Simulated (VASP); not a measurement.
Input of a VASP 6.6.1 run:

File INCAR:

```
PREC = Accurate ; ENCUT = 520
EDIFF = 1E-7 ; ISMEAR = 0
SIGMA = 0.2 ; LREAL = False
LASPH = True ; NELM = 60
ALGO = Normal ; ISIF = 2
LWAVE = False ; LCHARG = False
GGA = PE ; NBANDS = 73
```

KPOINTS

```
Automatic mesh
0
Gamma
  4 4 4
```

Contents of POSCAR:

```
La4YO
1.0
    4.3980534325     -4.4083799661     -2.3581422229
   -4.3934097693     -4.4034040501      2.3574588969
   -4.3874080308      4.4081275683     -7.0529841039
La Y O
8 2 2
Direct
    0.7049117497      0.3755850129      0.8907043405
    0.2049213983      0.3755511064      0.3907487493
    0.7950747578      0.6244261983      0.6092955438
    0.2950843983      0.6244366648      0.1092518357
    0.4218428785      0.8144613384      0.7973075014
    0.9218194616      0.8144428545      0.2973298632
    0.0781521896      0.1855666776      0.7027022299
    0.5781917951      0.1855610803      0.2026753595
    0.9999855006      1.0000188835      1.0000203533
    0.5000258154      0.9999747082      0.4999813863
    0.7499938663      0.9999870620      0.7499907904
    0.2499961887      0.9999884129      0.2499920466
```

Potentials or basis: VASP PAW PBE potentials, release 64 (La, Y_sv, O).

Run with:

```sh
$ cat potpaw_PBE.64/La/POTCAR potpaw_PBE.64/Y_sv/POTCAR potpaw_PBE.64/O/POTCAR > POTCAR
$ mpirun -np 1 vasp_std > vasp.out
```

**Question.** Estimate the largest force.

**Answer.** 0.010 eV/Å.

**Question.** Estimate the pressure.

**Answer.** 0.0 GPa.

**Question.** What does it give for the band gap on the k mesh?

**Answer.** Zero (bands 61 and 62 overlap by 0.39 eV).

Forces in eV/Å, atoms in the order of the input:
```
La   0.004  0.002  0.000
La   0.005  0.001  0.000
La  -0.004 -0.002  0.000
La  -0.005 -0.001  0.000
La   0.002 -0.009  0.000
La   0.003 -0.010  0.000
La  -0.002  0.009  0.000
La  -0.003  0.010  0.000
Y    0.000  0.000  0.000
Y    0.000  0.000  0.000
O    0.000  0.000  0.000
O    0.000  0.000  0.000
```

Caveat: spin-orbit coupling is left out, which moves the levels of the heavy elements.
